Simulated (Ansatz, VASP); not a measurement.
## FePt2 in VASP and in Ansatz

File INCAR:

```
PREC = Accurate
ENCUT = 520
EDIFF = 1E-7
ISMEAR = 0
SIGMA = 0.1
LREAL = False
LASPH = True
NELM = 150
ALGO = Fast
ISIF = 2
LWAVE = False
LCHARG = False
ISPIN = 2
MAGMOM = 4 4 0 0 0 0
LORBIT = 11
LMAXMIX = 4
GGA = PE
NBANDS = 41
```

KPOINTS

```
regular mesh
0
Gamma
  6 6 4
```

Contents of POSCAR:

```
FePt2
1.0
    4.7922431200      0.0000000000      0.0000000000
   -2.3961215600      4.1502042800      0.0000000000
    0.0000000000      0.0000000000      4.3776190700
Fe Pt
2 4
Direct
    0.6666666700      0.3333333300      0.5000000000
    0.3333333300      0.6666666700      0.5000000000
    0.6666666700      0.0000000000      0.0000000000
    0.3333333300      0.3333333300      0.0000000000
    0.0000000000      0.6666666700      0.0000000000
    0.0000000000      0.0000000000      0.5000000000
```

Input for Ansatz:

```yaml
crystal:
  lattice:
    - [4.79224312, 0.0, 0.0]
    - [-2.39612156, 4.15020428, 0.0]
    - [0.0, 0.0, 4.37761907]
  atoms:
    - { symbol: Fe, position: [0.66666667, 0.33333333, 0.5], spin: 4.0 }
    - { symbol: Fe, position: [0.33333333, 0.66666667, 0.5], spin: 4.0 }
    - { symbol: Pt, position: [0.66666667, 0.0, 0.0] }
    - { symbol: Pt, position: [0.33333333, 0.33333333, 0.0] }
    - { symbol: Pt, position: [0.0, 0.66666667, 0.0] }
    - { symbol: Pt, position: [0.0, 0.0, 0.5] }
basis:
  ecutwfc: 420
kpoints:
  mp_grid: { grid: [6, 6, 4] }
hamiltonian:
  xc: pbe
scf:
  occupations: { method: gaussian, width: 0.1 }
  lower_state_search: "off"
output:
  forces: true
  stress: true
  eigenvalues: true
  populations: true
magnetization:
  spin_polarized: true
```

Alike in both runs: task single point; functional PBE; k mesh 6 × 6 × 4; occupations gaussian, width 0.1 eV; collinear spin.

|  | VASP | Ansatz |
| --- | --- | --- |
| version | VASP 6.6.1 | Ansatz 0.2.0 |
| potentials or method | VASP PAW PBE potentials, release 64 (Fe, Pt), cutoff 520 eV | scalar-relativistic, plane waves, PAW |
| valence electrons in the cell | 56 | 104 |

```tsv
	VASP	Ansatz	Ansatz less VASP
gap on the k mesh at the Fermi level (eV)	none	none	-
pressure (GPa)	3.0	3.5	+0.46
traceless stress, the component that is largest in VASP (GPa)	4.08	4.04	-0.038
rms of the force components (eV/Å)	0.292	0.299	+0.0078
net moment per atom (μB)	1.28	1.28	+0.002
size of the moment on the site where the two differ most (μB)	3.08	3.12	+0.041
```

Site moments also hang on the region over which each program counts them. Atom by atom the forces differ by 0.008 eV/Å (rms over components). A gap of «none» marks a metal or a gap that the smearing closes. VASP's potentials hold 56 valence electrons a cell and Ansatz's 104, so a difference there can come from the potentials and not from the codes.

Neither program's run includes spin-orbit coupling.
